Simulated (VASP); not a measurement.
# C (C2/m) in VASP: further runs

Runs on C. Level: r2SCAN. Tasks: single point.

All numbers are computed with VASP 6.6.1; they aren't measurements. Logs are shortened: lines on timing, memory, paths and dates and some standing lists are left out, and cuts for length are marked.

### 1 The cell of the first run

The structure is monoclinic, space group C2/m (No. 12). Conventional cell: a = 4.368 Å, b = 2.522 Å, c = 4.368 Å, α = 90.00°, β = 109.47°, γ = 90.00°. Within 2.1 Å of C (site symmetry m) lie 4 C at 1.54 to 1.55 Å. C (site symmetry m) has 4 C at 1.54 to 1.55 Å within 2.1 Å.

### 2 Single point, r2SCAN (atoms displaced along a vibrational mode)

File POSCAR:

```
C
1.0
    0.0000000000     -1.7834000000     -1.7834000000
   -1.7834000000      0.0000000000     -1.7834000000
    1.7834000000      1.7834000000     -3.5668000000
C
4
Direct
    0.7637349515      0.7637349515      0.7499999747
    0.2362650485      0.2362650485      0.2500000253
    0.3887349515      0.3887349515      0.8749999747
    0.8612650485      0.8612650485      0.3750000253
```

File INCAR.step1:

```
SYSTEM = C
  PREC = Accurate
  ENCUT = 660
  ISMEAR = 0
  SIGMA = 0.05
  LREAL = .False.
  LASPH = .True.
  NELM = 120
  NBANDS = 16
  GGA = PE
  ALGO = Normal
  EDIFF = 1E-5
  LWAVE = .True.
  LCHARG = .False.
  GGA_COMPAT = .False.
```

File INCAR.step2:

```
SYSTEM = C
  PREC = Accurate
  ENCUT = 660
  EDIFF = 1E-6
  ISMEAR = 0
  SIGMA = 0.05
  LREAL = .False.
  LASPH = .True.
  NELM = 120
  ALGO = Normal
  ISIF = 2
  LWAVE = .False.
  LCHARG = .True.
  METAGGA = R2SCAN
  LMIXTAU = .True.
  LELF = .True.
  LVHAR = .True.
  NBANDS = 16
  ISTART = 1
  GGA_COMPAT = .False.
```

File KPOINTS:

```
Automatic mesh
0
Gamma
  12 12 10
  0 0 0
```

Potentials or basis: VASP PAW PBE potentials, release 64 (C).

Command:

```console
$ cat potpaw_PBE.64/C/POTCAR > POTCAR
$ cp INCAR.step1 INCAR
$ mpirun -np 1 vasp_std > vasp.out
$ cp INCAR.step2 INCAR
$ mpirun -np 1 vasp_std > vasp.out
```

OUTCAR:

```text
SYSTEM = C
   PREC = Accurate
   ENCUT = 660
   EDIFF = 1E-6
   ISMEAR = 0
   LREAL = .False.
   LASPH = .True.
   NELM = 120
   ISIF = 2
   METAGGA = R2SCAN
   ISTART = 1

 ion  position               nearest neighbor table
   1  0.764  0.764  0.750-   3 1.54   3 1.54   3 1.54   4 1.55
   2  0.236  0.236  0.250-   4 1.54   4 1.54   4 1.54   3 1.55
   3  0.389  0.389  0.875-   1 1.54   1 1.54   1 1.54   2 1.55
   4  0.861  0.861  0.375-   2 1.54   2 1.54   2 1.54   1 1.55

  LATTYP: Found a trigonal (rhomboedric) cell.
 ALAT       =     4.3684200073
 COS(alpha) =     0.8333333333

  Lattice vectors:

 A1 = (   1.7834000000,   3.5668000000,  -1.7834000000)
 A2 = (   3.5668000000,   1.7834000000,  -1.7834000000)
 A3 = (   1.7834000000,   1.7834000000,  -3.5668000000)

Analysis of symmetry for initial positions (statically):
=====================================================================
 Subroutine PRICEL returns:
 Original cell was already a primitive cell.

 Routine SETGRP: Setting up the symmetry group for a
 trigonal (rhombohedral) supercell.

 Subroutine GETGRP returns: Found  4 space group operations
 (whereof  2 operations were pure point group operations)
 out of a pool of 12 trial point group operations.

The static configuration has the point symmetry C_1h.
 The point group associated with its full space group is C_2h.

Analysis of symmetry for dynamics (positions and initial velocities):
=====================================================================
 Subroutine PRICEL returns:
 Original cell was already a primitive cell.

 Routine SETGRP: Setting up the symmetry group for a
 trigonal (rhombohedral) supercell.

 Subroutine GETGRP returns: Found  4 space group operations
 (whereof  2 operations were pure point group operations)
 out of a pool of 12 trial point group operations.

The dynamic configuration has the point symmetry C_1h.
 The point group associated with its full space group is C_2h.

 Subroutine INISYM returns: Found  4 space group operations
 (whereof  2 operations are pure point group operations),
 and found     1 'primitive' translations

----------------------------------------------------------------------------------------

                                     Primitive cell

  volume of cell :      22.6885

  direct lattice vectors                    reciprocal lattice vectors
     0.000000000 -1.783400000 -1.783400000     0.140181675 -0.420545026 -0.140181675
    -1.783400000  0.000000000 -1.783400000    -0.420545026  0.140181675 -0.140181675
     1.783400000  1.783400000 -3.566800000     0.140181675  0.140181675 -0.140181675

  length of vectors
     2.522108467  2.522108467  4.368420007     0.464930020  0.464930020  0.242801784

  position of ions in fractional coordinates (direct lattice)
     0.763734951  0.763734951  0.749999975
     0.236265049  0.236265049  0.250000025
     0.388734951  0.388734951  0.874999975
     0.861265049  0.861265049  0.375000025

  ion indices of the primitive-cell ions
   primitive index   ion index
                 1           1
                 2           2
                 3           3
                 4           4

----------------------------------------------------------------------------------------

 KPOINTS: Automatic mesh

Automatic generation of k-mesh.
 Grid dimensions read from file:
 generate k-points for:   12   12   10

 Generating k-lattice:

  Cartesian coordinates                     Fractional coordinates (reciprocal lattice)
     0.011681806 -0.035045419 -0.011681806     0.083333333  0.000000000  0.000000000
    -0.035045419  0.011681806 -0.011681806     0.000000000  0.083333333  0.000000000
     0.014018168  0.014018168 -0.014018168     0.000000000  0.000000000  0.100000000

  Length of vectors
     0.038744168  0.038744168  0.024280178

  Shift w.r.t. Gamma in fractional coordinates (k-lattice)
     0.000000000  0.000000000  0.000000000

 -----------------------------------------------------------------------------
|                                                                             |
|           W    W    AA    RRRRR   N    N  II  N    N   GGGG   !!!           |
|           W    W   A  A   R    R  NN   N  II  NN   N  G    G  !!!           |
|           W    W  A    A  R    R  N N  N  II  N N  N  G       !!!           |
|           W WW W  AAAAAA  RRRRR   N  N N  II  N  N N  G  GGG   !            |
|           WW  WW  A    A  R   R   N   NN  II  N   NN  G    G                |
|           W    W  A    A  R    R  N    N  II  N    N   GGGG   !!!           |
|                                                                             |
|     Your reciprocal lattice and k-lattice belong to different lattice       |
|     classes:                                                                |
|                                                                             |
|        The reciprocal lattice is rhombohedral (trigonal),                   |
|        whereas your k-lattice is base-centered monoclinic.                  |
|                                                                             |
|     Results are often still useful ...                                      |
|                                                                             |
 -----------------------------------------------------------------------------

 WARNING: IBZKPT: internal override: KBLOWUP is changed to .FALSE.
      ... skipping the blow-up phase ...

 Subroutine IBZKPT returns following result:
 ===========================================

 Found    398 irreducible k-points:

 Following reciprocal coordinates:
            Coordinates               Weight
  0.000000  0.000000  0.000000      1.000000
  0.083333  0.000000  0.000000      4.000000
  0.166667  0.000000  0.000000      4.000000
  0.250000  0.000000  0.000000      4.000000
  0.333333  0.000000  0.000000      4.000000
  0.416667  0.000000  0.000000      4.000000
[... 16 lines left out ...]
  0.500000  0.166667  0.000000      4.000000
 -0.416667  0.166667 -0.000000      4.000000
 [... further k-points ...]
   k-points           NKPTS =    398   k-points in BZ     NKDIM =    398   number of bands    NBANDS=     16
   number of dos      NEDOS =    301   number of ions     NIONS =      4
   total plane-waves  NPLWV =  23040
   dimension x,y,z NGX =    24 NGY =   24 NGZ =   40
   dimension x,y,z NGXF=    48 NGYF=   48 NGZF=   80
   ions per type =               4
   NGX,Y,Z   is equivalent  to a cutoff of  15.82, 15.82, 15.22 a.u.
   NGXF,Y,Z  is equivalent  to a cutoff of  31.64, 31.64, 30.45 a.u.
 SYSTEM =  C
   PREC   = accura    normal or accurate (medium, high low for compatibility)
   ISTART =      1    job   : 0-new  1-cont  2-samecut
   ICHARG =      0    charge: 1-file 2-atom 10-const
   ISPIN  =      1    spin polarized calculation?
   LNONCOLLINEAR =      F non collinear calculations
   LSORBIT =      F    spin-orbit coupling
   LASPH  =      T    aspherical Exc in radial PAW
   ENCUT  =  660.0 eV  48.51 Ry    6.96 a.u.   5.28  5.28  9.15*2*pi/ulx,y,z
   NELM   =    120;   NELMIN=  2; NELMDL=  0     # of ELM steps
   EDIFF  = 0.1E-05   stopping-criterion for ELM
   LREAL  =      F    real-space projection
   EDIFFG = 0.1E-04   stopping-criterion for IOM
   NSW    =      0    number of steps for IOM
   IBRION =     -1    ionic relax: 0-MD 1-quasi-New 2-CG
   NFREE  =      0    steps in history (QN), initial steepest desc. (CG)
   ISIF   =      2    stress and relaxation
   ISYM   =      2    0-nonsym 1-usesym 2-fastsym
   POTIM  = 0.5000    time-step for ionic-motion
   TEBEG  =    0.0;   TEEND  =   0.0 temperature during run
   PSTRESS=    0.0 pullay stress
   NELECT =      16.0000    total number of electrons
   NUPDOWN=      -1.0000    fix difference up-down
   EMIN   =  10.00;   EMAX   =-10.00  energy-range for DOS
   EFERMI =   0.00;   METHOD = LEGACY
   ISMEAR =     0;   SIGMA  =   0.05  broadening in eV -4-tet -1-fermi 0-gaus
   EFERMI_NEDOS =   21; number of points for ismear=-14 and -15
   IALGO  =     38    algorithm
   IMIX   =      4    mixing-type and parameters
     AMIX     =   0.40;   BMIX     =  1.00
     AMIX_MAG =   1.60;   BMIX_MAG =  1.00
  volume/ion in A,a.u.               =       5.67        38.28
  Fermi-wavevector in a.u.,A,eV,Ry     =   1.457178  2.753668 28.890189  2.123369
  Thomas-Fermi vector in A             =   2.574010
   LORBIT       =      0    0 simple, 1 ext, 2 COOP (PROOUT), +10 PAW based schemes
   METAGGA = R2SCAN    functional components
   LHFCALC =     F    Hartree Fock is set to
   AEXX    =    0.0000 exact exchange contribution
   IVDW    =     0    specifies the selected vdW correction
   LEPSILON=     F    determine dielectric tensor
   LRPA    =     F    only Hartree local field effects (RPA)
 non-spin polarized calculation
 Gauss-broadening in eV      SIGMA  =   0.05
  energy-cutoff  :      660.00
  volume of cell :       22.69
 maximum number of plane-waves:       886
 NGX is ok and might be reduce to    24
   NGX = 11   NGY = 11   NGZ = 19

 number of electron      16.0000000 magnetization

 Free energy of the ion-electron system (eV)
  ---------------------------------------------------
  ext. energy  EPLUGINS =         0.00000000
  ---------------------------------------------------
  free energy    TOTEN  =       -39.23848283 eV

  energy without entropy =      -39.23848283  energy(sigma->0) =      -39.23848283

 E-fermi :  10.0960     XC(G=0): -14.2609

 val. band max:        9.7658781815   @ k =   0.0000   0.0000   0.0000
 cond. band min:      14.0067002828   @ k =  -0.3333  -0.3333   0.3000
 fundamental gap:      4.2408221013
 Fermi energy:        10.0960227361

 k-point     1 :       0.0000    0.0000    0.0000
  band No.  band energies     occupation
      1     -12.9809      2.00000
      2      -7.0419      2.00000
      3      -4.3084      2.00000
      4       6.7510      2.00000
      5       6.7702      2.00000
      6       9.6184      2.00000
[... 8 lines left out ...]
     15      23.4413      0.00000
     16      26.4314      0.00000
[... 419 lines left out ...]
 k-point    24 :      -0.4167    0.1667   -0.0000
  band No.  band energies     occupation
      1      -6.4393      2.00000
      2      -5.9920      2.00000
      3      -1.9464      2.00000
      4      -1.0872      2.00000
      5       1.2395      2.00000
      6       1.9777      2.00000
[... 8 lines left out ...]
     15      24.9276      0.00000
     16      25.8642      0.00000

 [... further k-points ...]

------------------------ aborting loop because EDIFF is reached ----------------------------------------

  FORCE on cell =-STRESS in cart. coord.  units (eV):
  Direction    XX          YY          ZZ          XY          YZ          ZX
  --------------------------------------------------------------------------------------
  -------------------------------------------------------------------------------------
  Total       -0.2785671     -0.2785671     -0.4658367     -0.0210187     -0.0462380     -0.0462379
  in kB      -19.6713483    -19.6713483    -32.8956120     -1.4842587     -3.2651488     -3.2651480
  external PRESSURE =     -24.0794362 kB  Pullay stress =       0.0000000 kB

 VOLUME and BASIS-vectors are now :
 -----------------------------------------------------------------------------
  energy-cutoff  :      660.00
  volume of cell :       22.69
      direct lattice vectors                 reciprocal lattice vectors
     0.000000000 -1.783400000 -1.783400000     0.140181675 -0.420545026 -0.140181675
    -1.783400000  0.000000000 -1.783400000    -0.420545026  0.140181675 -0.140181675
     1.783400000  1.783400000 -3.566800000     0.140181675  0.140181675 -0.140181675

 POSITION                                       TOTAL-FORCE (eV/Angst)
 -----------------------------------------------------------------------------------
     -0.02449     -0.02449     -5.39919         0.326754      0.326754      0.677698
      0.02449      0.02449     -1.73441        -0.352820     -0.352820     -0.678642
      0.86721      0.86721     -4.50749         0.352820      0.352820      0.678642
     -0.86721     -0.86721     -4.40951        -0.326754     -0.326754     -0.677698
 -----------------------------------------------------------------------------------
    total drift:                               -0.000000      0.000000      0.000000

  FREE ENERGIE OF THE ION-ELECTRON SYSTEM (eV)
  ---------------------------------------------------
  free  energy   TOTEN  =       -39.2384828284 eV

  energy  without entropy=      -39.2384828284  energy(sigma->0) =      -39.23848283
```

Run time: 11 min. Hardware: 1 thread of Oxide Virtual Turin-like, shared host; peak memory 0.24 GiB.

Results:

```yaml
Free_energy: -39.2385 eV
Pressure: -2.4 GPa
Largest_force: 0.842 eV/Å
Band_gap_on_the_k_mesh: 4.24 eV
```

Forces in eV/Å, atoms in the order of the input:
```
C    0.327  0.327  0.678
C   -0.353 -0.353 -0.679
C    0.353  0.353  0.679
C   -0.327 -0.327 -0.678
```

Stress tensor (GPa, compression positive):
```
-1.97 -0.15 -0.33
-0.15 -1.97 -0.33
-0.33 -0.33 -3.29
```

Caveat: the cell differs from its parent crystal (atoms displaced along a vibrational mode); the PAW data sets were made with another functional, which shifts forces and pressure a little.

(Continued in part 2 of 2.)
